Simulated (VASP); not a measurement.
The system is Pb.

```xyz
2
Lattice="3.4090 0.0000 0.0000 -1.7045 2.9522 0.0000 0.0000 0.0000 5.4759" Properties=species:S:1:pos:R:3 pbc="T T T"
Pb    1.7045    0.9841    4.1069
Pb    0.0000    1.9682    1.3690
```

Base run:

| Quantity | Value |
| --- | --- |
| Program | VASP 6.6.1 |
| Functional | PBEsol |
| Potentials or basis | VASP PAW PBE potentials, release 64 (Pb_d) |
| Cutoff | 520 eV |
| k mesh | 9 × 9 × 5 |
| Occupations | fermi-dirac, width 0.05 eV |
| Spin | no spin polarisation |

Its results: band gap on the k mesh zero (band 14 reaches 14.30 eV, above the bottom of band 15 at 5.99 eV); pressure 4.7 GPa.

Problem. The run is repeated on the same cell with these changes: functional from PBEsol to r2SCAN; further incar settings from ALGO = Fast; EDIFF = 1e-06; NBANDS = 21 to ALGO = Normal; EDIFF = 1e-06; NBANDS = 21. What comes out?

Solution. Band gap on the k mesh zero (band 14 reaches 14.69 eV, above the bottom of band 15 at 6.08 eV); pressure 7.0 GPa.

Caveats: the PAW data sets were made with another functional, which shifts forces and pressure a little; spin-orbit coupling is left out, which moves the levels of the heavy elements.
